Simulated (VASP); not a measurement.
# LiF (P4mm) in VASP: notebook

The runs below take LiF through single point, with r2SCAN.

Everything below comes from runs of VASP 6.6.1. Logs are shortened: lines on timing, memory, paths and dates and some standing lists are left out, and cuts for length are marked.

## Step 1: The cell of the first run

The structure is tetragonal, space group P4mm (No. 99). Conventional cell: a = 2.560 Å, b = 2.560 Å, c = 2.560 Å, α = 90.00°, β = 90.00°, γ = 90.00°. Li (site symmetry 4mm) has 8 F at 2.17 to 2.26 Å and 6 Li at 2.56 Å within 2.9 Å. Within 2.9 Å of F (site symmetry 4mm) lie 8 Li at 2.17 to 2.26 Å and 6 F at 2.56 Å.

## Step 2: Single point, r2SCAN (all F atoms moved +0.075 Å, as atom 2 along Cartesian [0 0 1])

The input, POSCAR:

```
LiF
1.0
    2.5595330000      0.0000000000      0.0000000000
    0.0000000000      2.5595330000      0.0000000000
    0.0000000000      0.0000000000      2.5595330000
Li F
1 1
Direct
    0.0000000000      0.0000000000      0.0000000000
    0.5000000000      0.5000000000      0.5293022204
```

The input, INCAR.step1:

```
SYSTEM = LiF
PREC = Accurate ; ENCUT = 520
ISMEAR = 0 ; SIGMA = 0.05
LREAL = .FALSE. ; LASPH = .TRUE.
NELM = 80 ; NBANDS = 12
GGA = PE ; ALGO = Normal
EDIFF = 1E-4 ; LWAVE = .TRUE.
LCHARG = .FALSE.
```

The input, INCAR.step2:

```
SYSTEM = LiF
PREC = Accurate ; ENCUT = 520
EDIFF = 1E-6 ; ISMEAR = 0
SIGMA = 0.05 ; LREAL = .FALSE.
LASPH = .TRUE. ; NELM = 80
ALGO = Normal ; ISIF = 2
LWAVE = .FALSE. ; LCHARG = .TRUE.
METAGGA = R2SCAN ; LMIXTAU = .TRUE.
LELF = .TRUE. ; LVHAR = .TRUE.
NBANDS = 12 ; ISTART = 1
```

The input, KPOINTS:

```
regular mesh
0
G
  10 10 10
  0 0 0
```

Potentials or basis: VASP PAW PBE potentials, release 64 (Li_sv, F).

Command:

```
> cat potpaw_PBE.64/Li_sv/POTCAR potpaw_PBE.64/F/POTCAR > POTCAR
> cp INCAR.step1 INCAR
> mpirun -np 1 vasp_std > vasp.out
> cp INCAR.step2 INCAR
> mpirun -np 1 vasp_std > vasp.out
```

OUTCAR:

```text
SYSTEM = LiF
   PREC = Accurate
   ENCUT = 520
   EDIFF = 1E-6
   ISMEAR = 0
   LREAL = .FALSE.
   LASPH = .TRUE.
   NELM = 80
   ISIF = 2
   METAGGA = R2SCAN
   ISTART = 1

 ion  position               nearest neighbor table
   1  0.000  0.000  0.000-   2 2.17   2 2.17   2 2.17   2 2.17
   2  0.500  0.500  0.529-   1 2.17   1 2.17   1 2.17   1 2.17

  LATTYP: Found a simple cubic cell.
 ALAT       =     2.5595330000

  Lattice vectors:

 A1 = (   2.5595330000,   0.0000000000,   0.0000000000)
 A2 = (   0.0000000000,   2.5595330000,   0.0000000000)
 A3 = (   0.0000000000,   0.0000000000,   2.5595330000)

Analysis of symmetry for initial positions (statically):
=====================================================================
 Subroutine PRICEL returns:
 Original cell was already a primitive cell.

 Routine SETGRP: Setting up the symmetry group for a
 simple cubic supercell.

 Subroutine GETGRP returns: Found  8 space group operations
 (whereof  8 operations were pure point group operations)
 out of a pool of 48 trial point group operations.

The static configuration has the point symmetry C_4v.

Analysis of symmetry for dynamics (positions and initial velocities):
=====================================================================
 Subroutine PRICEL returns:
 Original cell was already a primitive cell.

 Routine SETGRP: Setting up the symmetry group for a
 simple cubic supercell.

 Subroutine GETGRP returns: Found  8 space group operations
 (whereof  8 operations were pure point group operations)
 out of a pool of 48 trial point group operations.

The dynamic configuration has the point symmetry C_4v.

 Subroutine INISYM returns: Found  8 space group operations
 (whereof  8 operations are pure point group operations),
 and found     1 'primitive' translations

----------------------------------------------------------------------------------------

                                     Primitive cell

  volume of cell :      16.7680

  direct lattice vectors                    reciprocal lattice vectors
     2.559533000  0.000000000  0.000000000     0.390696272  0.000000000  0.000000000
     0.000000000  2.559533000  0.000000000     0.000000000  0.390696272  0.000000000
     0.000000000  0.000000000  2.559533000     0.000000000  0.000000000  0.390696272

  length of vectors
     2.559533000  2.559533000  2.559533000     0.390696272  0.390696272  0.390696272

  position of ions in fractional coordinates (direct lattice)
     0.000000000  0.000000000  0.000000000
     0.500000000  0.500000000  0.529302220

  ion indices of the primitive-cell ions
   primitive index   ion index
                 1           1
                 2           2

----------------------------------------------------------------------------------------

 KPOINTS: regular mesh

Automatic generation of k-mesh.
 Grid dimensions read from file:
 generate k-points for:   10   10   10

 Generating k-lattice:

  Cartesian coordinates                     Fractional coordinates (reciprocal lattice)
     0.039069627  0.000000000  0.000000000     0.100000000  0.000000000  0.000000000
     0.000000000  0.039069627  0.000000000     0.000000000  0.100000000  0.000000000
     0.000000000  0.000000000  0.039069627     0.000000000  0.000000000  0.100000000

  Length of vectors
     0.039069627  0.039069627  0.039069627

  Shift w.r.t. Gamma in fractional coordinates (k-lattice)
     0.000000000  0.000000000  0.000000000

 Subroutine IBZKPT returns following result:
 ===========================================

 Found    126 irreducible k-points:

 Following reciprocal coordinates:
            Coordinates               Weight
  0.000000  0.000000  0.000000      1.000000
  0.100000  0.000000  0.000000      4.000000
  0.000000  0.000000  0.100000      2.000000
  0.200000  0.000000  0.000000      4.000000
  0.000000  0.000000  0.200000      2.000000
  0.300000  0.000000  0.000000      4.000000
[... 16 lines left out ...]
  0.500000  0.100000  0.000000      4.000000
  0.000000  0.500000  0.100000      4.000000
 [... further k-points ...]
   k-points           NKPTS =    126   k-points in BZ     NKDIM =    126   number of bands    NBANDS=     12
   number of dos      NEDOS =    301   number of ions     NIONS =      2
   total plane-waves  NPLWV =   8000
   dimension x,y,z NGX =    20 NGY =   20 NGZ =   20
   dimension x,y,z NGXF=    40 NGYF=   40 NGZF=   40
   ions per type =               1   1
   NGX,Y,Z   is equivalent  to a cutoff of  12.99, 12.99, 12.99 a.u.
   NGXF,Y,Z  is equivalent  to a cutoff of  25.98, 25.98, 25.98 a.u.
 SYSTEM =  LiF
   PREC   = accura    normal or accurate (medium, high low for compatibility)
   ISTART =      1    job   : 0-new  1-cont  2-samecut
   ICHARG =      0    charge: 1-file 2-atom 10-const
   ISPIN  =      1    spin polarized calculation?
   LNONCOLLINEAR =      F non collinear calculations
   LSORBIT =      F    spin-orbit coupling
   LASPH  =      T    aspherical Exc in radial PAW
   ENCUT  =  520.0 eV  38.22 Ry    6.18 a.u.   4.76  4.76  4.76*2*pi/ulx,y,z
   NELM   =     80;   NELMIN=  2; NELMDL=  0     # of ELM steps
   EDIFF  = 0.1E-05   stopping-criterion for ELM
   LREAL  =      F    real-space projection
   EDIFFG = 0.1E-04   stopping-criterion for IOM
   NSW    =      0    number of steps for IOM
   IBRION =     -1    ionic relax: 0-MD 1-quasi-New 2-CG
   NFREE  =      0    steps in history (QN), initial steepest desc. (CG)
   ISIF   =      2    stress and relaxation
   ISYM   =      2    0-nonsym 1-usesym 2-fastsym
   POTIM  = 0.5000    time-step for ionic-motion
   TEBEG  =    0.0;   TEEND  =   0.0 temperature during run
   PSTRESS=    0.0 pullay stress
   NELECT =      10.0000    total number of electrons
   NUPDOWN=      -1.0000    fix difference up-down
   EMIN   =  10.00;   EMAX   =-10.00  energy-range for DOS
   EFERMI =   0.00;   METHOD = LEGACY
   ISMEAR =     0;   SIGMA  =   0.05  broadening in eV -4-tet -1-fermi 0-gaus
   EFERMI_NEDOS =   21; number of points for ismear=-14 and -15
   IALGO  =     38    algorithm
   IMIX   =      4    mixing-type and parameters
     AMIX     =   0.40;   BMIX     =  1.00
     AMIX_MAG =   1.60;   BMIX_MAG =  1.00
  volume/ion in A,a.u.               =       8.38        56.58
  Fermi-wavevector in a.u.,A,eV,Ry     =   1.377994  2.604032 25.835673  1.898868
  Thomas-Fermi vector in A             =   2.503097
   LORBIT       =      0    0 simple, 1 ext, 2 COOP (PROOUT), +10 PAW based schemes
   METAGGA = R2SCAN    functional components
   LHFCALC =     F    Hartree Fock is set to
   AEXX    =    0.0000 exact exchange contribution
   IVDW    =     0    specifies the selected vdW correction
   LEPSILON=     F    determine dielectric tensor
   LRPA    =     F    only Hartree local field effects (RPA)
 non-spin polarized calculation
 Gauss-broadening in eV      SIGMA  =   0.05
  energy-cutoff  :      520.00
  volume of cell :       16.77
 maximum number of plane-waves:       468
 NGX is ok and might be reduce to    20
   NGX =  9   NGY =  9   NGZ =  9

 number of electron      10.0000014 magnetization

 Free energy of the ion-electron system (eV)
  ---------------------------------------------------
  ext. energy  EPLUGINS =         0.00000000
  ---------------------------------------------------
  free energy    TOTEN  =       -11.26092071 eV

  energy without entropy =      -11.26092071  energy(sigma->0) =      -11.26092071

 E-fermi :  -0.1587     XC(G=0): -10.4608

 val. band max:       -0.4985666007   @ k =   0.5000   0.5000   0.0000
 cond. band min:       8.1284944294   @ k =   0.0000   0.0000   0.0000
 fundamental gap:      8.6270610301
 Fermi energy:        -0.1586535603

 k-point     1 :       0.0000    0.0000    0.0000
  band No.  band energies     occupation
      1     -44.5298      2.00000
      2     -22.4390      2.00000
      3      -1.1865      2.00000
      4      -1.1865      2.00000
      5      -1.1773      2.00000
      6       8.1285      0.00000
      7      19.3105      0.00000
      8      19.3889      0.00000
      9      22.1948      0.00000
     10      22.1948      0.00000
     11      22.3369      0.00000
     12      39.1499      0.00000

 k-point     2 :       0.1000    0.0000    0.0000
  band No.  band energies     occupation
      1     -44.5256      2.00000
      2     -22.3985      2.00000
      3      -1.5323      2.00000
      4      -1.1500      2.00000
      5      -1.1408      2.00000
      6       8.3636      0.00000
      7      18.1270      0.00000
      8      19.5599      0.00000
      9      22.1394      0.00000
     10      22.2264      0.00000
     11      24.0942      0.00000
     12      37.7160      0.00000

 k-point     3 :       0.0000    0.0000    0.1000
  band No.  band energies     occupation
      1     -44.5256      2.00000
      2     -22.3984      2.00000
      3      -1.5242      2.00000
      4      -1.1501      2.00000
      5      -1.1501      2.00000
      6       8.3647      0.00000
      7      18.1047      0.00000
      8      19.6224      0.00000
      9      22.1416      0.00000
     10      22.1416      0.00000
     11      24.1388      0.00000
     12      37.7178      0.00000
[... 286 lines left out ...]
 k-point    23 :       0.5000    0.1000    0.0000
  band No.  band energies     occupation
      1     -44.4824      2.00000
      2     -21.9445      2.00000
      3      -4.1267      2.00000
      4      -1.1349      2.00000
      5      -0.7591      2.00000
      6      10.0667      0.00000
      7      14.7253      0.00000
      8      19.8441      0.00000
      9      21.7286      0.00000
     10      24.8619      0.00000
     11      27.4802      0.00000
     12      32.9066      0.00000

 k-point    24 :       0.0000    0.5000    0.1000
  band No.  band energies     occupation
      1     -44.4824      2.00000
      2     -21.9446      2.00000
      3      -4.1260      2.00000
      4      -1.1299      2.00000
      5      -0.7632      2.00000
      6      10.0656      0.00000
      7      14.7076      0.00000
      8      19.9311      0.00000
      9      21.6406      0.00000
     10      24.8581      0.00000
     11      27.5059      0.00000
     12      32.9109      0.00000

 [... further k-points ...]

------------------------ aborting loop because EDIFF is reached ----------------------------------------

  FORCE on cell =-STRESS in cart. coord.  units (eV):
  Direction    XX          YY          ZZ          XY          YZ          ZX
  --------------------------------------------------------------------------------------
  -------------------------------------------------------------------------------------
  Total       -0.5105700     -0.5105700     -0.4900062      0.0000000      0.0000000      0.0000000
  in kB      -48.7847006    -48.7847006    -46.8198428      0.0000000      0.0000000      0.0000000
  external PRESSURE =     -48.1297480 kB  Pullay stress =       0.0000000 kB

 VOLUME and BASIS-vectors are now :
 -----------------------------------------------------------------------------
  energy-cutoff  :      520.00
  volume of cell :       16.77
      direct lattice vectors                 reciprocal lattice vectors
     2.559533000  0.000000000  0.000000000     0.390696272  0.000000000  0.000000000
     0.000000000  2.559533000  0.000000000     0.000000000  0.390696272  0.000000000
     0.000000000  0.000000000  2.559533000     0.000000000  0.000000000  0.390696272

 POSITION                                       TOTAL-FORCE (eV/Angst)
 -----------------------------------------------------------------------------------
      0.00000      0.00000      0.00000         0.000000     -0.000000     -0.053256
      1.27977      1.27977      1.35477        -0.000000      0.000000      0.053256
 -----------------------------------------------------------------------------------
    total drift:                                0.000000      0.000000     -0.046845

  FREE ENERGIE OF THE ION-ELECTRON SYSTEM (eV)
  ---------------------------------------------------
  free  energy   TOTEN  =       -11.2609207138 eV

  energy  without entropy=      -11.2609207138  energy(sigma->0) =      -11.26092071
```

Wall time 40 s (1 thread of AMD EPYC 9R45 (Zen 5), shared host); peak memory 0.1 GiB.

Results:

```
Free energy            : -11.2609 eV
Largest force          : 0.053 eV/Å
Band gap on the k mesh : 8.63 eV (least direct gap 9.31 eV)
```

Forces in eV/Å, atoms in the order of the input:
```
Li   0.000  0.000 -0.053
F    0.000  0.000  0.053
```

Levels at points of the mesh, in eV from the valence-band top:
| k point | band 1 | band 2 | band 3 | band 4 | band 5 | band 6 | band 7 | band 8 | band 9 | band 10 |
| --- | --- | --- | --- | --- | --- | --- | --- | --- | --- | --- |
| (0.00, 0.00, 0.00) | -44.03 | -21.94 | -0.69 | -0.69 | -0.68 | 8.63 | 19.81 | 19.89 | 22.69 | 22.69 |
| (0.50, 0.00, 0.00) | -43.99 | -21.49 | -3.66 | -0.29 | -0.29 | 10.16 | 15.30 | 21.92 | 22.01 | 25.50 |
| (0.00, 0.00, 0.50) | -43.99 | -21.49 | -3.66 | -0.29 | -0.29 | 10.14 | 15.37 | 21.94 | 21.94 | 25.42 |
| (0.50, 0.50, 0.00) | -43.95 | -20.98 | -3.27 | -3.27 | 0.00 | 14.59 | 14.89 | 14.89 | 20.58 | 26.02 |
| (0.00, 0.50, 0.50) | -43.95 | -20.98 | -3.26 | -3.26 | 0.00 | 14.08 | 14.88 | 15.40 | 20.55 | 26.00 |
| (0.50, 0.50, 0.50) | -43.92 | -20.55 | -2.30 | -2.30 | -2.29 | 12.20 | 12.21 | 12.21 | 25.57 | 25.57 |

Caveat: the cell differs from its parent crystal (all F atoms moved +0.075 Å, as atom 2 along Cartesian [0 0 1]); the cutoff is under 1.25 times the usual one of these potentials, so pressure, stress and relaxed cells hold a basis-set (Pulay) error; the PAW data sets were made with another functional, which shifts forces and pressure a little. A k mesh can miss the band edges.

[end of part 1 of 2]
